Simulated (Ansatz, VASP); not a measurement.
Fe: VASP beside Ansatz

INCAR

```
SYSTEM = Fe
PREC = Accurate ; ENCUT = 520
EDIFF = 1E-7 ; ISMEAR = -1
SIGMA = 0.05 ; LREAL = .FALSE.
LASPH = .TRUE. ; NELM = 150
ALGO = Normal ; ISIF = 2
LWAVE = .FALSE. ; LCHARG = .TRUE.
ISPIN = 2 ; MAGMOM = 1.519 -1.519
LORBIT = 11 ; LMAXMIX = 4
GGA = RP ; LELF = .TRUE.
LVHAR = .TRUE. ; NBANDS = 19
```

The input KPOINTS:

```
regular mesh
0
G
  18 18 18
  0 0 0
```

File POSCAR:

```
Fe
1.0
    2.8327859320      0.0000000000      0.0000000000
    0.0000000000      2.8327859320      0.0000000000
    0.0000000000      0.0000000000      2.8327859320
Fe
2
Direct
    0.0000000000      0.0000000000      0.0000000000
    0.5000000000      0.5000000000      0.5000000000
```

Input for Ansatz:

```yaml
crystal:
  lattice:
    - [2.832785932, 0.0, 0.0]
    - [0.0, 2.832785932, 0.0]
    - [0.0, 0.0, 2.832785932]
  atoms:
    - { symbol: Fe, position: [0.0, 0.0, 0.0], spin: 1.519 }
    - { symbol: Fe, position: [0.5, 0.5, 0.5], spin: -1.519 }
hamiltonian:
  xc: rpbe
  pseudopotentials:
    kind: paw
    azcp:
      Fe: "pseudopotentials/Fe.paw.azcp"
basis:
  ecutwfc: 420
  fft_grid_basis: typed
kpoints:
  mp_grid: { grid: [18, 18, 18], shift: [0, 0, 0] }
magnetization:
  spin_polarized: true
scf:
  occupations: { method: fermi_dirac, width: 0.05 }
```

Alike in both runs: task single point; functional RPBE; k mesh 18 × 18 × 18; occupations fermi-dirac, width 0.05 eV; collinear spin.

|  | VASP | Ansatz |
| --- | --- | --- |
| version | VASP 6.6.1 | Ansatz 0.2.0 |
| potentials or method | VASP PAW PBE potentials, release 64 (Fe), cutoff 520 eV | plane waves (420 eV) with PAW, scalar-relativistic |
| valence electrons in the cell | 16 | 32 |

Ansatz gave:

- net moment per atom (μB): 2.19
- size of the moment on the site where the two differ most (μB): 2.25

**Question.** Estimate VASP's values.

**Answer.** net moment per atom (μB): 0.00; size of the moment on the site where the two differ most (μB): 1.59.

The net moments are unlike, so the other rows may belong to different states. VASP's potentials were made for PBE, not for RPBE. Site moments also hang on the region over which each program counts them. VASP's potentials hold 16 valence electrons a cell and Ansatz's 32, so a difference there can come from the potentials and not from the codes. Ansatz's warnings: look outside group, seeded moment not kept, stability check not made.
